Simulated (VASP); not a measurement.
# AlN (P6_3mc) in VASP: a series of runs

Runs on AlN. Level: r2SCAN. Tasks: single point.

Everything below comes from runs of VASP 6.6.1. Logs are shortened: lines on timing, memory, paths and dates and some standing lists are left out, and cuts for length are marked.

## (1) The cell of the first run

The structure is hexagonal, space group P6_3mc (No. 186). Conventional cell: a = 3.111 Å, b = 3.111 Å, c = 5.227 Å, α = 90.00°, β = 90.00°, γ = 120.00°. Within 2.5 Å of Al (site symmetry 3m) lie 4 N at 1.89 to 2.01 Å. Within 2.5 Å of N (site symmetry 3m) lie 4 Al at 1.89 to 2.01 Å.

## (2) Single point, r2SCAN (strain +0.000 along x and y, +0.050 along z)

POSCAR reads:

```
AlN
1.0
    3.1110021516      0.0000000000      0.0000000000
   -1.5555010758      2.6942068945      0.0000000000
    0.0000000000      0.0000000000      5.2269000000
Al N
2 2
Direct
    0.3333333333      0.6666666667      0.0000000000
    0.6666666667      0.3333333333      0.5000000000
    0.3333333333      0.6666666667      0.3850000000
    0.6666666667      0.3333333333      0.8850000000
```

INCAR.step1 reads:

```
ALGO = Normal
EDIFF = 1E-4
ENCUT = 520
GGA = PE
ISMEAR = 0
LASPH = True
LCHARG = False
LREAL = False
LWAVE = True
NBANDS = 16
NELM = 60
PREC = Accurate
SIGMA = 0.05
```

INCAR.step2 reads:

```
ALGO = Normal
EDIFF = 1E-6
ENCUT = 520
ISIF = 2
ISMEAR = 0
ISTART = 1
LASPH = True
LCHARG = False
LMIXTAU = True
LREAL = False
LWAVE = False
METAGGA = R2SCAN
NBANDS = 16
NELM = 60
PREC = Accurate
SIGMA = 0.05
```

KPOINTS reads:

```
k-points
0
Gamma
  12 12 6
```

Potentials or basis: VASP PAW PBE potentials, release 64 (Al, N).

The run is started by

```
> cat potpaw_PBE.64/Al/POTCAR potpaw_PBE.64/N/POTCAR > POTCAR
> cp INCAR.step1 INCAR
> mpirun -np 1 vasp_std > vasp.out
> cp INCAR.step2 INCAR
> mpirun -np 1 vasp_std > vasp.out
```

OUTCAR:

```text
EDIFF = 1E-6
   ENCUT = 520
   ISIF = 2
   ISMEAR = 0
   ISTART = 1
   LASPH = True
   LREAL = False
   METAGGA = R2SCAN
   NELM = 60
   PREC = Accurate

 ion  position               nearest neighbor table
   1  0.333  0.667  0.000-   4 1.89   4 1.89   4 1.89   3 2.01   2 3.17   2 3.17   2 3.17   2 3.17
                             2 3.17   2 3.17
   2  0.667  0.333  0.500-   3 1.89   3 1.89   3 1.89   4 2.01   1 3.17   1 3.17   1 3.17   1 3.17
                             1 3.17   1 3.17
   3  0.333  0.667  0.385-   2 1.89   2 1.89   2 1.89   1 2.01
   4  0.667  0.333  0.885-   1 1.89   1 1.89   1 1.89   2 2.01

  LATTYP: Found a hexagonal cell.
 ALAT       =     3.1110021516
 C/A-ratio  =     1.6801338428

  Lattice vectors:

 A1 = (   3.1110021516,   0.0000000000,   0.0000000000)
 A2 = (  -1.5555010758,   2.6942068945,   0.0000000000)
 A3 = (   0.0000000000,   0.0000000000,   5.2269000000)

Analysis of symmetry for initial positions (statically):
=====================================================================
 Subroutine PRICEL returns:
 Original cell was already a primitive cell.

 Routine SETGRP: Setting up the symmetry group for a
 hexagonal supercell.

 Subroutine GETGRP returns: Found 12 space group operations
 (whereof  6 operations were pure point group operations)
 out of a pool of 24 trial point group operations.

The static configuration has the point symmetry C_3v.
 The point group associated with its full space group is C_6v.

Analysis of symmetry for dynamics (positions and initial velocities):
=====================================================================
 Subroutine PRICEL returns:
 Original cell was already a primitive cell.

 Routine SETGRP: Setting up the symmetry group for a
 hexagonal supercell.

 Subroutine GETGRP returns: Found 12 space group operations
 (whereof  6 operations were pure point group operations)
 out of a pool of 24 trial point group operations.

The dynamic configuration has the point symmetry C_3v.
 The point group associated with its full space group is C_6v.

 Subroutine INISYM returns: Found 12 space group operations
 (whereof  6 operations are pure point group operations),
 and found     1 'primitive' translations

[... 92 lines left out ...]
   ISPIN  =      1    spin polarized calculation?
   LNONCOLLINEAR =      F non collinear calculations
   LSORBIT =      F    spin-orbit coupling
   LASPH  =      T    aspherical Exc in radial PAW
   ENCUT  =  520.0 eV  38.22 Ry    6.18 a.u.   5.78  5.78  9.72*2*pi/ulx,y,z
   NELM   =     60;   NELMIN=  2; NELMDL=  0     # of ELM steps
   EDIFF  = 0.1E-05   stopping-criterion for ELM
   LREAL  =      F    real-space projection
   EDIFFG = 0.1E-04   stopping-criterion for IOM
   NSW    =      0    number of steps for IOM
   IBRION =     -1    ionic relax: 0-MD 1-quasi-New 2-CG
   NFREE  =      0    steps in history (QN), initial steepest desc. (CG)
   ISIF   =      2    stress and relaxation
   ISYM   =      2    0-nonsym 1-usesym 2-fastsym
   POTIM  = 0.5000    time-step for ionic-motion
   TEBEG  =    0.0;   TEEND  =   0.0 temperature during run
   PSTRESS=    0.0 pullay stress
   NELECT =      16.0000    total number of electrons
   NUPDOWN=      -1.0000    fix difference up-down
   EMIN   =  10.00;   EMAX   =-10.00  energy-range for DOS
   EFERMI =   0.00;   METHOD = LEGACY
   ISMEAR =     0;   SIGMA  =   0.05  broadening in eV -4-tet -1-fermi 0-gaus
   EFERMI_NEDOS =   21; number of points for ismear=-14 and -15
   IALGO  =     38    algorithm
   IMIX   =      4    mixing-type and parameters
     AMIX     =   0.40;   BMIX     =  1.00
     AMIX_MAG =   1.60;   BMIX_MAG =  1.00
  volume/ion in A,a.u.               =      10.95        73.91
  Fermi-wavevector in a.u.,A,eV,Ry     =   1.170190  2.211338 18.631061  1.369344
  Thomas-Fermi vector in A             =   2.306652
   LORBIT       =      0    0 simple, 1 ext, 2 COOP (PROOUT), +10 PAW based schemes
   METAGGA = R2SCAN    functional components
   LHFCALC =     F    Hartree Fock is set to
   AEXX    =    0.0000 exact exchange contribution
   IVDW    =     0    specifies the selected vdW correction
   LEPSILON=     F    determine dielectric tensor
   LRPA    =     F    only Hartree local field effects (RPA)
 non-spin polarized calculation
 Gauss-broadening in eV      SIGMA  =   0.05
  energy-cutoff  :      520.00
  volume of cell :       43.81
 maximum number of plane-waves:      1196
 NGX is ok and might be reduce to    24
   NGX = 11   NGY = 11   NGZ = 19

 number of electron      15.9999997 magnetization

 Free energy of the ion-electron system (eV)
  ---------------------------------------------------
  ext. energy  EPLUGINS =         0.00000000
  ---------------------------------------------------
  free energy    TOTEN  =       -38.30085499 eV

  energy without entropy =      -38.30085499  energy(sigma->0) =      -38.30085499

 E-fermi :   5.6094     XC(G=0): -11.1829

 val. band max:        5.3249139860   @ k =   0.0000   0.0000   0.0000
 cond. band min:       9.7935758838   @ k =   0.0000   0.0000   0.0000
 fundamental gap:      4.4686618978
 Fermi energy:         5.6093681502

 k-point     1 :       0.0000    0.0000    0.0000
  band No.  band energies     occupation
      1     -10.2453      2.00000
      2      -8.4734      2.00000
      3      -0.4891      2.00000
      4       4.7215      2.00000
      5       4.7215      2.00000
      6       5.2464      2.00000
[... 433 lines left out ...]
      3       0.6849      2.00000
      4       1.5117      2.00000
      5       2.0810      2.00000
      6       3.8283      2.00000
[... 8 lines left out ...]
     15      18.1478      0.00000
     16      20.5708      0.00000

 [... further k-points ...]
[... 5 lines left out ...]
  --------------------------------------------------------------------------------------
  -------------------------------------------------------------------------------------
  Total       -0.9079518     -0.9079518     -5.5762090      0.0000000      0.0000000     -0.0000000
  in kB      -33.2045754    -33.2045754   -203.9267421      0.0000000      0.0000000     -0.0000000
  external PRESSURE =     -90.1119643 kB  Pullay stress =       0.0000000 kB

 VOLUME and BASIS-vectors are now :
 -----------------------------------------------------------------------------
  energy-cutoff  :      520.00
  volume of cell :       43.81
      direct lattice vectors                 reciprocal lattice vectors
     3.111002152  0.000000000  0.000000000     0.321439829  0.185583372  0.000000000
    -1.555501076  2.694206895  0.000000000     0.000000000  0.371166744  0.000000000
     0.000000000  0.000000000  5.226900000     0.000000000  0.000000000  0.191317990

 POSITION                                       TOTAL-FORCE (eV/Angst)
 -----------------------------------------------------------------------------------
     -0.00000      1.79614      0.00000        -0.000000      0.000000      0.480952
      1.55550      0.89807      2.61345         0.000000     -0.000000      0.480952
     -0.00000      1.79614      2.01236        -0.000000     -0.000000     -0.480952
      1.55550      0.89807      4.62581        -0.000000     -0.000000     -0.480952
 -----------------------------------------------------------------------------------
    total drift:                               -0.000000     -0.000000     -0.022404

  FREE ENERGIE OF THE ION-ELECTRON SYSTEM (eV)
  ---------------------------------------------------
  free  energy   TOTEN  =       -38.3008549912 eV

  energy  without entropy=      -38.3008549912  energy(sigma->0) =      -38.30085499
```

OUTCAR.step1:

```text
EDIFF = 1E-4
   ENCUT = 520
   GGA = PE
   ISMEAR = 0
[... 690 lines left out ...]
     -0.00000      1.79614      0.00000         0.000000     -0.000000      0.495329
      1.55550      0.89807      2.61345        -0.000000      0.000000      0.495329
     -0.00000      1.79614      2.01236        -0.000000      0.000000     -0.495329
      1.55550      0.89807      4.62581         0.000000     -0.000000     -0.495329
 -----------------------------------------------------------------------------------
    total drift:                               -0.000000     -0.000000     -0.003179

  FREE ENERGIE OF THE ION-ELECTRON SYSTEM (eV)
  ---------------------------------------------------
  free  energy   TOTEN  =       -29.6771991246 eV

  energy  without entropy=      -29.6771991246  energy(sigma->0) =      -29.67719912
```

It took 3.6 min on 1 thread of Intel Xeon 8259CL, shared host; peak memory 0.19 GiB.

What came out:

| Quantity | Value |
| --- | --- |
| Free energy | -38.3009 eV |
| Pressure | -9.0 GPa |
| Largest force | 0.481 eV/Å |
| Band gap on the k mesh | 4.47 eV |

Forces in eV/Å, atoms in the order of the input:
```
Al   0.000  0.000  0.481
Al   0.000  0.000  0.481
N    0.000  0.000 -0.481
N    0.000  0.000 -0.481
```

Levels at points of the mesh, in eV from the valence-band top:
```
           k point  band 6  band 7  band 8  band 9  band 10  band 11
(0.00, 0.00, 0.00)   -0.08   -0.08    0.00    4.47     7.65    11.08
(0.50, 0.00, 0.00)   -1.80   -1.54   -0.64    6.18     6.73     8.64
(0.00, 0.00, 0.50)   -0.35   -0.35   -0.35    7.08     7.08    10.79
(0.50, 0.00, 0.50)   -1.32   -1.28   -1.28    5.78     5.78     9.83
```

Caveat: the cell differs from its parent crystal (strain +0.000 along x and y, +0.050 along z); the cell stands under tension; the PAW data sets were made with another functional, which shifts forces and pressure a little.

(Continued in part 2 of 2.)
